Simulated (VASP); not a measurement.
# TiTe2 (P-3m1) in VASP: further runs

TiTe2 is run at these levels: PBE, LDA; tasks: single point.

Everything below comes from runs of VASP 6.6.1. Logs are shortened: lines on timing, memory, paths and dates and some standing lists are left out, and cuts for length are marked.

## (1) The cell of the first run

The structure is trigonal, space group P-3m1 (No. 164). Conventional cell: a = 3.777 Å, b = 3.777 Å, c = 6.498 Å, α = 90.00°, β = 90.00°, γ = 120.00°. Within 3.7 Å of Te (site symmetry 3m) lie 3 Ti at 2.77 Å. Within 3.7 Å of Ti (site symmetry -3m) lie 6 Te at 2.77 Å.

## (2) Single point, PBE

Input file INCAR:

```
PREC = Accurate
ENCUT = 520
EDIFF = 1E-7
ISMEAR = -1
SIGMA = 0.05
LREAL = F
LASPH = T
NELM = 100
ALGO = Normal
ISIF = 2
LWAVE = F
LCHARG = F
GGA = PE
NBANDS = 19
```

Input file KPOINTS:

```
Automatic mesh
0
Gamma
  8 8 4
```

Input file POSCAR:

```
TiTe2
1.0
    3.7770000000      0.0000000000      0.0000000000
   -1.8885000000      3.2709779501      0.0000000000
    0.0000000000      0.0000000000      6.4980000000
Te Ti
2 1
Direct
    0.3333333333      0.6666666667      0.7372000000
    0.6666666667      0.3333333333      0.2628000000
    0.0000000000      0.0000000000      0.0000000000
```

Potentials or basis: VASP PAW PBE potentials, release 64 (Te, Ti_sv).

Command:

```console
$ cat potpaw_PBE.64/Te/POTCAR potpaw_PBE.64/Ti_sv/POTCAR > POTCAR
$ mpirun -np 1 vasp_std > vasp.out
```

OUTCAR:

```text
PREC = Accurate
   ENCUT = 520
   EDIFF = 1E-7
   ISMEAR = -1
   LREAL = F
   LASPH = T
   NELM = 100
   ISIF = 2
   GGA = PE

 ion  position               nearest neighbor table
   1  0.333  0.667  0.737-   3 2.77   3 2.77   3 2.77
   2  0.667  0.333  0.263-   3 2.77   3 2.77   3 2.77
   3  0.000  0.000  0.000-   1 2.77   2 2.77   2 2.77   1 2.77   2 2.77   1 2.77

  LATTYP: Found a hexagonal cell.
 ALAT       =     3.7770000000
 C/A-ratio  =     1.7204130262

  Lattice vectors:

 A1 = (   3.7770000000,   0.0000000000,   0.0000000000)
 A2 = (  -1.8885000000,   3.2709779501,   0.0000000000)
 A3 = (   0.0000000000,   0.0000000000,   6.4980000000)

Analysis of symmetry for initial positions (statically):
=====================================================================
 Subroutine PRICEL returns:
 Original cell was already a primitive cell.

 Routine SETGRP: Setting up the symmetry group for a
 hexagonal supercell.

 Subroutine GETGRP returns: Found 12 space group operations
 (whereof 12 operations were pure point group operations)
 out of a pool of 24 trial point group operations.

The static configuration has the point symmetry D_3d.

Analysis of symmetry for dynamics (positions and initial velocities):
=====================================================================
 Subroutine PRICEL returns:
 Original cell was already a primitive cell.

 Routine SETGRP: Setting up the symmetry group for a
 hexagonal supercell.

 Subroutine GETGRP returns: Found 12 space group operations
 (whereof 12 operations were pure point group operations)
 out of a pool of 24 trial point group operations.

The dynamic configuration has the point symmetry D_3d.

 Subroutine INISYM returns: Found 12 space group operations
 (whereof 12 operations are pure point group operations),
 and found     1 'primitive' translations

----------------------------------------------------------------------------------------

                                     Primitive cell

  volume of cell :      80.2794

  direct lattice vectors                    reciprocal lattice vectors
     3.777000000  0.000000000  0.000000000     0.264760392  0.152859484  0.000000000
    -1.888500000  3.270977950  0.000000000     0.000000000  0.305718967  0.000000000
     0.000000000  0.000000000  6.498000000     0.000000000  0.000000000  0.153893506

  length of vectors
     3.777000000  3.777000000  6.498000000     0.305718967  0.305718967  0.153893506

  position of ions in fractional coordinates (direct lattice)
     0.333333333  0.666666667  0.737200000
     0.666666667  0.333333333  0.262800000
     0.000000000  0.000000000  0.000000000

  ion indices of the primitive-cell ions
   primitive index   ion index
                 1           1
                 2           2
                 3           3

----------------------------------------------------------------------------------------

 KPOINTS: Automatic mesh

Automatic generation of k-mesh.
 Grid dimensions read from file:
 generate k-points for:    8    8    4

 Generating k-lattice:

  Cartesian coordinates                     Fractional coordinates (reciprocal lattice)
     0.033095049  0.019107435  0.000000000     0.125000000 -0.000000000  0.000000000
     0.000000000  0.038214871  0.000000000     0.000000000  0.125000000  0.000000000
     0.000000000  0.000000000  0.038473376     0.000000000  0.000000000  0.250000000

  Length of vectors
     0.038214871  0.038214871  0.038473376

  Shift w.r.t. Gamma in fractional coordinates (k-lattice)
     0.000000000  0.000000000  0.000000000

 Subroutine IBZKPT returns following result:
 ===========================================

 Found     35 irreducible k-points:

 Following reciprocal coordinates:
            Coordinates               Weight
  0.000000  0.000000  0.000000      1.000000
  0.125000  0.000000  0.000000      6.000000
  0.250000  0.000000  0.000000      6.000000
  0.375000  0.000000  0.000000      6.000000
  0.500000  0.000000  0.000000      3.000000
  0.125000  0.125000  0.000000      6.000000
[... 16 lines left out ...]
 -0.125000  0.500000  0.250000     12.000000
  0.250000  0.250000  0.250000     12.000000
 [... further k-points ...]
   k-points           NKPTS =     35   k-points in BZ     NKDIM =     35   number of bands    NBANDS=     19
   number of dos      NEDOS =    301   number of ions     NIONS =      3
   total plane-waves  NPLWV =  37632
   dimension x,y,z NGX =    28 NGY =   28 NGZ =   48
   dimension x,y,z NGXF=    56 NGYF=   56 NGZF=   96
   ions per type =               2   1
   NGX,Y,Z   is equivalent  to a cutoff of  12.32, 12.32, 12.28 a.u.
   NGXF,Y,Z  is equivalent  to a cutoff of  24.65, 24.65, 24.56 a.u.
 SYSTEM =  unknown system
   PREC   = accura    normal or accurate (medium, high low for compatibility)
   ISTART =      0    job   : 0-new  1-cont  2-samecut
   ICHARG =      2    charge: 1-file 2-atom 10-const
   ISPIN  =      1    spin polarized calculation?
   LNONCOLLINEAR =      F non collinear calculations
   LSORBIT =      F    spin-orbit coupling
   LASPH  =      T    aspherical Exc in radial PAW
   ENCUT  =  520.0 eV  38.22 Ry    6.18 a.u.   7.02  7.02 12.08*2*pi/ulx,y,z
   NELM   =    100;   NELMIN=  2; NELMDL= -5     # of ELM steps
   EDIFF  = 0.1E-06   stopping-criterion for ELM
   LREAL  =      F    real-space projection
   EDIFFG = 0.1E-05   stopping-criterion for IOM
   NSW    =      0    number of steps for IOM
   IBRION =     -1    ionic relax: 0-MD 1-quasi-New 2-CG
   NFREE  =      0    steps in history (QN), initial steepest desc. (CG)
   ISIF   =      2    stress and relaxation
   ISYM   =      2    0-nonsym 1-usesym 2-fastsym
   POTIM  = 0.5000    time-step for ionic-motion
   TEBEG  =    0.0;   TEEND  =   0.0 temperature during run
   PSTRESS=    0.0 pullay stress
   NELECT =      24.0000    total number of electrons
   NUPDOWN=      -1.0000    fix difference up-down
   EMIN   =  10.00;   EMAX   =-10.00  energy-range for DOS
   EFERMI =   0.00;   METHOD = LEGACY
   ISMEAR =    -1;   SIGMA  =   0.05  broadening in eV -4-tet -1-fermi 0-gaus
   EFERMI_NEDOS =   21; number of points for ismear=-14 and -15
   IALGO  =     38    algorithm
   IMIX   =      4    mixing-type and parameters
     AMIX     =   0.40;   BMIX     =  1.00
     AMIX_MAG =   1.60;   BMIX_MAG =  1.00
  volume/ion in A,a.u.               =      26.76       180.58
  Fermi-wavevector in a.u.,A,eV,Ry     =   1.094655  2.068597 16.303438  1.198269
  Thomas-Fermi vector in A             =   2.230964
   LORBIT       =      0    0 simple, 1 ext, 2 COOP (PROOUT), +10 PAW based schemes
   GGA     = PE    functional components
   LHFCALC =     F    Hartree Fock is set to
   AEXX    =    0.0000 exact exchange contribution
   IVDW    =     0    specifies the selected vdW correction
   LEPSILON=     F    determine dielectric tensor
   LRPA    =     F    only Hartree local field effects (RPA)
 non-spin polarized calculation
  energy-cutoff  :      520.00
  volume of cell :       80.28
 maximum number of plane-waves:      2176
   NGX = 13   NGY = 13   NGZ = 25

 number of electron      23.9999998 magnetization

 Free energy of the ion-electron system (eV)
  ---------------------------------------------------
  ext. energy  EPLUGINS =         0.00000000
  ---------------------------------------------------
  free energy    TOTEN  =       -16.21542808 eV

  energy without entropy =      -16.20399134  energy(sigma->0) =      -16.20970971

 E-fermi :   6.8081     XC(G=0):  -9.8601

 val. band max:        6.7892478914   @ k =   0.1250   0.0000   0.2500
 cond. band min:       6.8396355563   @ k =   0.5000   0.0000   0.0000
 fundamental gap:      0.0503876649
 Fermi energy:         6.8080736304

 k-point     1 :       0.0000    0.0000    0.0000
  band No.  band energies     occupation
      1     -50.6635      2.00000
      2     -26.9198      2.00000
      3     -26.9198      2.00000
      4     -26.8834      2.00000
      5      -5.5825      2.00000
      6      -4.0796      2.00000
[... 11 lines left out ...]
     18      11.9236      0.00000
     19      12.7567      0.00000

 k-point     2 :       0.1250    0.0000    0.0000
  band No.  band energies     occupation
      1     -50.6631      2.00000
      2     -26.9260      2.00000
      3     -26.9213      2.00000
      4     -26.8820      2.00000
      5      -5.4109      2.00000
      6      -3.9923      2.00000
[... 11 lines left out ...]
     18      12.8249      0.00000
     19      13.5118      0.00000

 k-point     3 :       0.2500    0.0000    0.0000
  band No.  band energies     occupation
      1     -50.6620      2.00000
      2     -26.9407      2.00000
      3     -26.9247      2.00000
      4     -26.8786      2.00000
      5      -4.9317      2.00000
      6      -3.7747      2.00000
[... 11 lines left out ...]
     18      12.5732      0.00000
     19      13.3598      0.00000

 k-point     4 :       0.3750    0.0000    0.0000
  band No.  band energies     occupation
      1     -50.6609      2.00000
      2     -26.9554      2.00000
      3     -26.9280      2.00000
      4     -26.8752      2.00000
      5      -4.2810      2.00000
      6      -3.5853      2.00000
[... 11 lines left out ...]
     18      12.3236      0.00000
     19      12.5011      0.00000

 k-point     5 :       0.5000    0.0000    0.0000
  band No.  band energies     occupation
      1     -50.6605      2.00000
      2     -26.9615      2.00000
      3     -26.9294      2.00000
      4     -26.8738      2.00000
      5      -3.8235      2.00000
      6      -3.6310      2.00000
[... 11 lines left out ...]
     18      12.1562      0.00000
     19      12.4326      0.00000
[... 334 lines left out ...]
      2     -26.9489      2.00000
      3     -26.9293      2.00000
      4     -26.8762      2.00000
      5      -4.3828      2.00000
      6      -3.8000      2.00000
[... 11 lines left out ...]
     18      12.3281      0.00000
     19      13.4350      0.00000

 k-point    22 :       0.3750    0.1250    0.2500
  band No.  band energies     occupation
      1     -50.6605      2.00000
      2     -26.9581      2.00000
      3     -26.9328      2.00000
      4     -26.8738      2.00000
      5      -3.9127      2.00000
      6      -3.5333      2.00000
[... 11 lines left out ...]
     18      11.9257      0.00000
     19      12.8287      0.00000

 k-point    23 :      -0.1250    0.5000    0.2500
  band No.  band energies     occupation
      1     -50.6605      2.00000
      2     -26.9581      2.00000
      3     -26.9328      2.00000
      4     -26.8738      2.00000
      5      -3.8216      2.00000
      6      -3.6423      2.00000
[... 11 lines left out ...]
     18      11.6431      0.00000
     19      13.1244      0.00000

 k-point    24 :       0.2500    0.2500    0.2500
  band No.  band energies     occupation
      1     -50.6605      2.00000
      2     -26.9535      2.00000
      3     -26.9375      2.00000
      4     -26.8738      2.00000
      5      -3.9109      2.00000
      6      -3.5616      2.00000
[... 11 lines left out ...]
     18      12.0875      0.00000
     19      12.8456      0.00000

 [... further k-points ...]
[... 5 lines left out ...]
  --------------------------------------------------------------------------------------
  -------------------------------------------------------------------------------------
  Total        0.3515596      0.3515596      0.6395952      0.0000000      0.0000000      0.0000000
  in kB        7.0162538      7.0162538     12.7647252      0.0000000      0.0000000      0.0000000
  external PRESSURE =       8.9324109 kB  Pullay stress =       0.0000000 kB

 VOLUME and BASIS-vectors are now :
 -----------------------------------------------------------------------------
  energy-cutoff  :      520.00
  volume of cell :       80.28
      direct lattice vectors                 reciprocal lattice vectors
     3.777000000  0.000000000  0.000000000     0.264760392  0.152859484  0.000000000
    -1.888500000  3.270977950  0.000000000     0.000000000  0.305718967  0.000000000
     0.000000000  0.000000000  6.498000000     0.000000000  0.000000000  0.153893506

 POSITION                                       TOTAL-FORCE (eV/Angst)
 -----------------------------------------------------------------------------------
     -0.00000      2.18065      4.79033         0.000000      0.000000     -0.021684
      1.88850      1.09033      1.70767        -0.000000     -0.000000      0.021684
      0.00000      0.00000      0.00000        -0.000000      0.000000      0.000000
 -----------------------------------------------------------------------------------
    total drift:                                0.000000     -0.000000      0.000000

  FREE ENERGIE OF THE ION-ELECTRON SYSTEM (eV)
  ---------------------------------------------------
  free  energy   TOTEN  =       -16.2154280847 eV

  energy  without entropy=      -16.2039913440  energy(sigma->0) =      -16.20970971
```

It took 60 s on 1 thread of Intel Xeon Platinum 8375C at 2.90GHz (Ice Lake), shared host; peak memory 0.21 GiB.

Results:

```yaml
Free_energy: -16.2154 eV
Pressure: 0.9 GPa
Largest_force: 0.022 eV/Å
Band_gap_on_the_k_mesh: zero (band 12 reaches 7.21 eV, above the bottom of band 13 at 6.55 eV)
```

Forces in eV/Å, atoms in the order of the input:
```
Te   0.000  0.000 -0.022
Te   0.000  0.000  0.022
Ti   0.000  0.000  0.000
```

Stress tensor (GPa, compression positive):
```
0.70 0.00 0.00
0.00 0.70 0.00
0.00 0.00 1.28
```

Levels at points of the mesh, in eV from the Fermi level:
```tsv
k point	band 10	band 11	band 12	band 13	band 14	band 15
(0.00, 0.00, 0.00)	0.36	0.40	0.40	0.59	1.08	1.08
(0.50, 0.00, 0.00)	-2.38	-1.74	-1.12	0.03	1.15	1.49
(0.00, 0.00, 0.50)	-1.60	0.39	0.39	0.77	0.77	1.03
(0.50, 0.00, 0.50)	-2.01	-0.97	-0.60	-0.26	1.15	1.47
```

Caveat: spin-orbit coupling is left out, which moves the levels of the heavy elements; this functional lacks dispersion, which binds the layers, so the pressure and a relaxed spacing across them are unreliable.

## (3) Single point, PBE

Input file INCAR:

```
SYSTEM = TiTe2
ALGO = Normal
EDIFF = 1E-6
ENCUT = 520
GGA = PE
ISIF = 2
ISMEAR = -1
LASPH = .TRUE.
LCHARG = .FALSE.
LREAL = .FALSE.
LWAVE = .FALSE.
NBANDS = 19
NELM = 60
PREC = Accurate
SIGMA = 0.05
```

Input file KPOINTS:

```
k-points
0
G
  8 8 4
  0 0 0
```

POSCAR is that of step 2.

Potentials or basis: VASP PAW PBE potentials, release 64 (Te, Ti_sv).

Command:

```console
$ cat potpaw_PBE.64/Te/POTCAR potpaw_PBE.64/Ti_sv/POTCAR > POTCAR
$ mpirun -np 1 vasp_std > vasp.out
```

Wall time 62 s (1 thread of Intel Xeon Platinum 8375C at 2.90GHz (Ice Lake), shared host); peak memory 0.21 GiB.

The run converged. Its results:

| Property | Result |
| --- | --- |
| Free energy | -16.2154 eV |
| Pressure | 0.9 GPa |
| Largest force | 0.022 eV/Å |
| Band gap on the k mesh | zero (band 12 reaches 7.21 eV, above the bottom of band 13 at 6.55 eV) |

Forces in eV/Å, atoms in the order of the input:
```
Te   0.000  0.000 -0.022
Te   0.000  0.000  0.022
Ti   0.000  0.000  0.000
```

Stress tensor (GPa, compression positive):
```
0.70 0.00 0.00
0.00 0.70 0.00
0.00 0.00 1.27
```

Levels at points of the mesh, in eV from the Fermi level:
```
           k point  band 8  band 9  band 10  band 11  band 12  band 13  band 14  band 15  band 16  band 17
(0.00, 0.00, 0.00)   -1.67   -1.67     0.36     0.40     0.40     0.59     1.08     1.08     3.07     3.07
(0.50, 0.00, 0.00)   -3.68   -2.70    -2.38    -1.74    -1.12     0.03     1.15     1.49     2.42     3.35
(0.00, 0.00, 0.50)   -2.63   -1.60    -1.60     0.39     0.39     0.77     0.77     1.03     3.50     3.50
(0.50, 0.00, 0.50)   -4.53   -2.40    -2.02    -0.97    -0.60    -0.26     1.15     1.47     2.62     3.49
```

Caveat: spin-orbit coupling is left out, which moves the levels of the heavy elements; this functional lacks dispersion, which binds the layers, so the pressure and a relaxed spacing across them are unreliable.

## (4) Single point, PBE

This run uses another cell than the first one, of 27.30 Å³/atom, 1.020 times its volume.

Input file INCAR:

```
SYSTEM = TiTe2
PREC = Accurate ; ENCUT = 520
EDIFF = 1E-6 ; ISMEAR = -1
SIGMA = 0.05 ; LREAL = .FALSE.
LASPH = .TRUE. ; NELM = 80
ALGO = Normal ; ISIF = 2
LWAVE = .FALSE. ; LCHARG = .FALSE.
GGA = PE ; NBANDS = 19
```

Input file KPOINTS:

```
regular mesh
0
G
  8 8 4
  0 0 0
```

Input file POSCAR:

```
TiTe2
1.0
    3.8020139740      0.0000000000      0.0000000000
   -1.9010069870      3.2926406870      0.0000000000
    0.0000000000      0.0000000000      6.5410343667
Te Ti
2 1
Direct
    0.3333333333      0.6666666667      0.7372000000
    0.6666666667      0.3333333333      0.2628000000
    0.0000000000      0.0000000000      0.0000000000
```

Command:

```console
$ cat potpaw_PBE.64/Te/POTCAR potpaw_PBE.64/Ti_sv/POTCAR > POTCAR
$ mpirun -np 1 vasp_std > vasp.out
```

Run time: 64 s. Hardware: 1 thread of Intel Xeon Platinum 8375C at 2.90GHz (Ice Lake), shared host; peak memory 0.2 GiB.

Results (log left out):

```yaml
Free_energy: -16.2182 eV
Pressure: -0.4 GPa
Largest_force: 0.143 eV/Å
Band_gap_on_the_k_mesh: zero (band 12 reaches 6.97 eV, above the bottom of band 13 at 6.34 eV)
```

Forces in eV/Å, atoms in the order of the input:
```
Te   0.000  0.000  0.143
Te   0.000  0.000 -0.143
Ti   0.000  0.000  0.000
```

Stress tensor (GPa, compression positive):
```
-0.50  0.00  0.00
 0.00 -0.50  0.00
 0.00  0.00 -0.07
```

Levels at points of the mesh, in eV from the Fermi level:
| k point | band 9 | band 10 | band 11 | band 12 | band 13 | band 14 | band 15 | band 16 |
| --- | --- | --- | --- | --- | --- | --- | --- | --- |
| (0.00, 0.00, 0.00) | -1.64 | 0.36 | 0.40 | 0.40 | 0.55 | 1.03 | 1.03 | 2.98 |
| (0.50, 0.00, 0.00) | -2.65 | -2.34 | -1.71 | -1.11 | 0.03 | 1.12 | 1.44 | 2.37 |
| (0.00, 0.00, 0.50) | -1.57 | -1.57 | 0.39 | 0.39 | 0.72 | 0.72 | 0.99 | 3.39 |
| (0.50, 0.00, 0.50) | -2.35 | -1.98 | -0.97 | -0.61 | -0.24 | 1.11 | 1.42 | 2.55 |

Caveat: spin-orbit coupling is left out, which moves the levels of the heavy elements; this functional lacks dispersion, which binds the layers, so the pressure and a relaxed spacing across them are unreliable.

[end of part 1 of 2]
